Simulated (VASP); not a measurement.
# ZnCu2 (P-3m1) in VASP: single point with r2SCAN

Aim: the single point of ZnCu2 with r2SCAN.

Program: VASP 6.6.1. These are calculated values, not measurements. Logs are shortened: lines on timing, memory, paths and dates and some standing lists are left out, and cuts for length are marked.

## 1. The cell of the first run

The structure is trigonal, space group P-3m1 (No. 164). Conventional cell: a = 2.584 Å, b = 2.584 Å, c = 6.293 Å, α = 90.00°, β = 90.00°, γ = 120.00°. Zn (site symmetry -3m) has 6 Zn at 2.58 Å and 6 Cu at 2.60 Å within 3.4 Å. Within 3.3 Å of Cu (site symmetry 3m) lie 9 Cu at 2.53 to 2.58 Å and 3 Zn at 2.60 Å.

## 2. Single point, r2SCAN

File POSCAR:

```
ZnCu2
1.0
    2.5838256049      0.0000000000      0.0000000000
   -1.2919128025      2.2376586128      0.0000000000
    0.0000000000      0.0000000000      6.2933738000
Zn Cu
1 2
Direct
    0.0000000000      0.0000000000      0.0000000000
    0.3333333333      0.6666666667      0.6621414900
    0.6666666667      0.3333333333      0.3378585100
```

File INCAR.step1:

```
SYSTEM = ZnCu2
ALGO = Normal
EDIFF = 1E-4
ENCUT = 520
GGA = PE
ISMEAR = 0
LASPH = .True.
LCHARG = .False.
LREAL = .False.
LWAVE = .True.
NBANDS = 24
NELM = 100
PREC = Accurate
SIGMA = 0.1
```

File INCAR.step2:

```
SYSTEM = ZnCu2
ALGO = Normal
EDIFF = 1E-7
ENCUT = 520
ISIF = 2
ISMEAR = 0
ISTART = 1
LASPH = .True.
LCHARG = .False.
LMIXTAU = .True.
LREAL = .False.
LWAVE = .False.
METAGGA = R2SCAN
NBANDS = 24
NELM = 100
PREC = Accurate
SIGMA = 0.1
```

File KPOINTS:

```
k-points
0
Gamma
  18 18 8
  0 0 0
```

Potentials or basis: VASP PAW PBE potentials, release 64 (Zn, Cu).

The run is started by

```bash
cat potpaw_PBE.64/Zn/POTCAR potpaw_PBE.64/Cu/POTCAR > POTCAR
cp INCAR.step1 INCAR
mpirun -np 1 vasp_std > vasp.out
cp INCAR.step2 INCAR
mpirun -np 1 vasp_std > vasp.out
```

OUTCAR:

```text
SYSTEM = ZnCu2
   EDIFF = 1E-7
   ENCUT = 520
   ISIF = 2
   ISMEAR = 0
   ISTART = 1
   LASPH = .True.
   LREAL = .False.
   METAGGA = R2SCAN
   NELM = 100
   PREC = Accurate

 ion  position               nearest neighbor table
   1  0.000  0.000  0.000-   2 2.60   3 2.60   3 2.60   2 2.60   3 2.60   2 2.60
   2  0.333  0.667  0.662-   3 2.53   3 2.53   3 2.53   1 2.60   1 2.60   1 2.60
   3  0.667  0.333  0.338-   2 2.53   2 2.53   2 2.53   1 2.60   1 2.60   1 2.60

  LATTYP: Found a hexagonal cell.
 ALAT       =     2.5838256049
 C/A-ratio  =     2.4356805614

  Lattice vectors:

 A1 = (   2.5838256049,   0.0000000000,   0.0000000000)
 A2 = (  -1.2919128025,   2.2376586128,   0.0000000000)
 A3 = (   0.0000000000,   0.0000000000,   6.2933738000)

Analysis of symmetry for initial positions (statically):
=====================================================================
 Subroutine PRICEL returns:
 Original cell was already a primitive cell.

 Routine SETGRP: Setting up the symmetry group for a
 hexagonal supercell.

 Subroutine GETGRP returns: Found 12 space group operations
 (whereof 12 operations were pure point group operations)
 out of a pool of 24 trial point group operations.

The static configuration has the point symmetry D_3d.

Analysis of symmetry for dynamics (positions and initial velocities):
=====================================================================
 Subroutine PRICEL returns:
 Original cell was already a primitive cell.

 Routine SETGRP: Setting up the symmetry group for a
 hexagonal supercell.

 Subroutine GETGRP returns: Found 12 space group operations
 (whereof 12 operations were pure point group operations)
 out of a pool of 24 trial point group operations.

The dynamic configuration has the point symmetry D_3d.

 Subroutine INISYM returns: Found 12 space group operations
 (whereof 12 operations are pure point group operations),
 and found     1 'primitive' translations

----------------------------------------------------------------------------------------

                                     Primitive cell

  volume of cell :      36.3865

  direct lattice vectors                    reciprocal lattice vectors
     2.583825605  0.000000000  0.000000000     0.387023024  0.223447847  0.000000000
    -1.291912802  2.237658613  0.000000000     0.000000000  0.446895695  0.000000000
     0.000000000  0.000000000  6.293373800     0.000000000  0.000000000  0.158897283

  length of vectors
     2.583825605  2.583825605  6.293373800     0.446895695  0.446895695  0.158897283

  position of ions in fractional coordinates (direct lattice)
     0.000000000  0.000000000  0.000000000
     0.333333333  0.666666667  0.662141490
     0.666666667  0.333333333  0.337858510

  ion indices of the primitive-cell ions
   primitive index   ion index
                 1           1
                 2           2
                 3           3

----------------------------------------------------------------------------------------

 KPOINTS: k-points

Automatic generation of k-mesh.
 Grid dimensions read from file:
 generate k-points for:   18   18    8

 Generating k-lattice:

  Cartesian coordinates                     Fractional coordinates (reciprocal lattice)
     0.021501279  0.012413769  0.000000000     0.055555556  0.000000000  0.000000000
     0.000000000  0.024827539  0.000000000     0.000000000  0.055555556  0.000000000
     0.000000000  0.000000000  0.019862160     0.000000000  0.000000000  0.125000000

  Length of vectors
     0.024827539  0.024827539  0.019862160

  Shift w.r.t. Gamma in fractional coordinates (k-lattice)
     0.000000000  0.000000000  0.000000000

 Subroutine IBZKPT returns following result:
 ===========================================

 Found    266 irreducible k-points:

 Following reciprocal coordinates:
            Coordinates               Weight
  0.000000  0.000000  0.000000      1.000000
  0.055556  0.000000  0.000000      6.000000
  0.111111  0.000000  0.000000      6.000000
  0.166667 -0.000000  0.000000      6.000000
  0.222222 -0.000000  0.000000      6.000000
  0.277778  0.000000  0.000000      6.000000
[... 16 lines left out ...]
  0.333333  0.111111  0.000000     12.000000
  0.388889  0.111111  0.000000     12.000000
 [... further k-points ...]
   k-points           NKPTS =    266   k-points in BZ     NKDIM =    266   number of bands    NBANDS=     24
   number of dos      NEDOS =    301   number of ions     NIONS =      3
   total plane-waves  NPLWV =  19200
   dimension x,y,z NGX =    20 NGY =   20 NGZ =   48
   dimension x,y,z NGXF=    40 NGYF=   40 NGZF=   96
   ions per type =               1   2
   NGX,Y,Z   is equivalent  to a cutoff of  12.87, 12.87, 12.68 a.u.
   NGXF,Y,Z  is equivalent  to a cutoff of  25.74, 25.74, 25.36 a.u.
 SYSTEM =  ZnCu2
   PREC   = accura    normal or accurate (medium, high low for compatibility)
   ISTART =      1    job   : 0-new  1-cont  2-samecut
   ICHARG =      0    charge: 1-file 2-atom 10-const
   ISPIN  =      1    spin polarized calculation?
   LNONCOLLINEAR =      F non collinear calculations
   LSORBIT =      F    spin-orbit coupling
   LASPH  =      T    aspherical Exc in radial PAW
   ENCUT  =  520.0 eV  38.22 Ry    6.18 a.u.   4.80  4.80 11.70*2*pi/ulx,y,z
   NELM   =    100;   NELMIN=  2; NELMDL=  0     # of ELM steps
   EDIFF  = 0.1E-06   stopping-criterion for ELM
   LREAL  =      F    real-space projection
   EDIFFG = 0.1E-05   stopping-criterion for IOM
   NSW    =      0    number of steps for IOM
   IBRION =     -1    ionic relax: 0-MD 1-quasi-New 2-CG
   NFREE  =      0    steps in history (QN), initial steepest desc. (CG)
   ISIF   =      2    stress and relaxation
   ISYM   =      2    0-nonsym 1-usesym 2-fastsym
   POTIM  = 0.5000    time-step for ionic-motion
   TEBEG  =    0.0;   TEEND  =   0.0 temperature during run
   PSTRESS=    0.0 pullay stress
   NELECT =      34.0000    total number of electrons
   NUPDOWN=      -1.0000    fix difference up-down
   EMIN   =  10.00;   EMAX   =-10.00  energy-range for DOS
   EFERMI =   0.00;   METHOD = LEGACY
   ISMEAR =     0;   SIGMA  =   0.10  broadening in eV -4-tet -1-fermi 0-gaus
   EFERMI_NEDOS =   21; number of points for ismear=-14 and -15
   IALGO  =     38    algorithm
   IMIX   =      4    mixing-type and parameters
     AMIX     =   0.40;   BMIX     =  1.00
     AMIX_MAG =   1.60;   BMIX_MAG =  1.00
  volume/ion in A,a.u.               =      12.13        81.85
  Fermi-wavevector in a.u.,A,eV,Ry     =   1.600495  3.024497 34.852464  2.561584
  Thomas-Fermi vector in A             =   2.697622
   LORBIT       =      0    0 simple, 1 ext, 2 COOP (PROOUT), +10 PAW based schemes
   METAGGA = R2SCAN    functional components
   LHFCALC =     F    Hartree Fock is set to
   AEXX    =    0.0000 exact exchange contribution
   IVDW    =     0    specifies the selected vdW correction
   LEPSILON=     F    determine dielectric tensor
   LRPA    =     F    only Hartree local field effects (RPA)
 non-spin polarized calculation
 Gauss-broadening in eV      SIGMA  =   0.10
  energy-cutoff  :      520.00
  volume of cell :       36.39
 maximum number of plane-waves:       995
   NGX =  9   NGY =  9   NGZ = 23

 number of electron      34.0000010 magnetization

 Free energy of the ion-electron system (eV)
  ---------------------------------------------------
  ext. energy  EPLUGINS =         0.00000000
  ---------------------------------------------------
  free energy    TOTEN  =       -30.66318147 eV

  energy without entropy =      -30.65912588  energy(sigma->0) =      -30.66115367

 E-fermi :   6.3348     XC(G=0): -13.7615

 val. band max:        6.3252840561   @ k =   0.3889   0.2222   0.2500
 cond. band min:       6.3356759300   @ k =   0.4444   0.1111   0.3750
 fundamental gap:      0.0103918739
 Fermi energy:         6.3348118569

 k-point     1 :       0.0000    0.0000    0.0000
  band No.  band energies     occupation
      1      -4.6364      2.00000
      2      -2.5296      2.00000
      3      -1.8246      2.00000
      4      -1.8244      2.00000
      5      -1.2456      2.00000
      6      -1.2455      2.00000
[... 16 lines left out ...]
     23      27.6754      0.00000
     24      28.1478      0.00000

 k-point     2 :       0.0556    0.0000    0.0000
  band No.  band energies     occupation
      1      -4.5346      2.00000
      2      -2.4892      2.00000
      3      -1.8401      2.00000
      4      -1.7993      2.00000
      5      -1.3223      2.00000
      6      -1.2506      2.00000
[... 16 lines left out ...]
     23      26.8486      0.00000
     24      28.1931      0.00000

 k-point     3 :       0.1111    0.0000    0.0000
  band No.  band energies     occupation
      1      -4.2330      2.00000
      2      -2.3803      2.00000
      3      -1.8798      2.00000
      4      -1.7259      2.00000
      5      -1.4849      2.00000
      6      -1.2653      2.00000
[... 16 lines left out ...]
     23      25.6046      0.00000
     24      26.0105      0.00000

 k-point     4 :       0.1667   -0.0000    0.0000
  band No.  band energies     occupation
      1      -3.7478      2.00000
      2      -2.2421      2.00000
      3      -1.9126      2.00000
      4      -1.6642      2.00000
      5      -1.6117      2.00000
      6      -1.2876      2.00000
[... 16 lines left out ...]
     23      23.2229      0.00000
     24      23.5246      0.00000

 k-point     5 :       0.2222   -0.0000    0.0000
  band No.  band energies     occupation
      1      -3.1400      2.00000
      2      -2.1297      2.00000
      3      -1.8606      2.00000
      4      -1.8296      2.00000
      5      -1.4688      2.00000
      6      -1.3145      2.00000
[... 451 lines left out ...]
 k-point    22 :       0.2778    0.1111    0.0000
  band No.  band energies     occupation
      1      -2.4440      2.00000
      2      -2.0932      2.00000
      3      -1.7224      2.00000
      4      -1.5069      2.00000
      5      -1.4305      2.00000
      6      -0.3268      2.00000
[... 16 lines left out ...]
     23      17.3400      0.00000
     24      17.6458      0.00000

 k-point    23 :       0.3333    0.1111    0.0000
  band No.  band energies     occupation
      1      -2.5065      2.00000
      2      -2.1661      2.00000
      3      -1.6322      2.00000
      4      -1.4695      2.00000
      5      -1.2752      2.00000
      6       0.5756      2.00000
[... 16 lines left out ...]
     23      18.1096      0.00000
     24      18.7047      0.00000

 k-point    24 :       0.3889    0.1111    0.0000
  band No.  band energies     occupation
      1      -2.5549      2.00000
      2      -2.2107      2.00000
      3      -1.5780      2.00000
      4      -1.4908      2.00000
      5      -1.1598      2.00000
      6       1.2645      2.00000
[... 16 lines left out ...]
     23      18.9276      0.00000
     24      19.9004      0.00000

 [... further k-points ...]
[... 5 lines left out ...]
  --------------------------------------------------------------------------------------
  -------------------------------------------------------------------------------------
  Total        0.2673504      0.2673504     -0.0362389     -0.0000000      0.0000000     -0.0000000
  in kB       11.7720165     11.7720165     -1.5956762     -0.0000000      0.0000000     -0.0000000
  external PRESSURE =       7.3161190 kB  Pullay stress =       0.0000000 kB

 VOLUME and BASIS-vectors are now :
 -----------------------------------------------------------------------------
  energy-cutoff  :      520.00
  volume of cell :       36.39
      direct lattice vectors                 reciprocal lattice vectors
     2.583825605  0.000000000  0.000000000     0.387023024  0.223447847  0.000000000
    -1.291912802  2.237658613  0.000000000     0.000000000  0.446895695  0.000000000
     0.000000000  0.000000000  6.293373800     0.000000000  0.000000000  0.158897283

 POSITION                                       TOTAL-FORCE (eV/Angst)
 -----------------------------------------------------------------------------------
      0.00000      0.00000      0.00000         0.000000      0.000000     -0.000000
     -0.00000      1.49177      4.16710        -0.000000     -0.000000     -0.010074
      1.29191      0.74589      2.12627         0.000000      0.000000      0.010074
 -----------------------------------------------------------------------------------
    total drift:                                0.000000     -0.000000      0.000000

  FREE ENERGIE OF THE ION-ELECTRON SYSTEM (eV)
  ---------------------------------------------------
  free  energy   TOTEN  =       -30.6631814655 eV

  energy  without entropy=      -30.6591258786  energy(sigma->0) =      -30.66115367
```

Run time: 7.7 min. Hardware: 1 thread of Intel Xeon 6975P-C (Granite Rapids), shared host; peak memory 0.33 GiB.

What came out:

```yaml
Free_energy: -30.6632 eV
Pressure: 0.7 GPa
Largest_force: 0.010 eV/Å
Band_gap_on_the_k_mesh: zero (band 17 reaches 8.50 eV, above the bottom of band 18 at 4.11 eV)
```

Forces in eV/Å, atoms in the order of the input:
```
Zn   0.000  0.000  0.000
Cu   0.000  0.000 -0.010
Cu   0.000  0.000  0.010
```

Stress tensor (GPa, compression positive):
```
 1.18  0.00  0.00
 0.00  1.18  0.00
 0.00  0.00 -0.16
```

Caveat: the PAW data sets were made with another functional, which shifts forces and pressure a little.
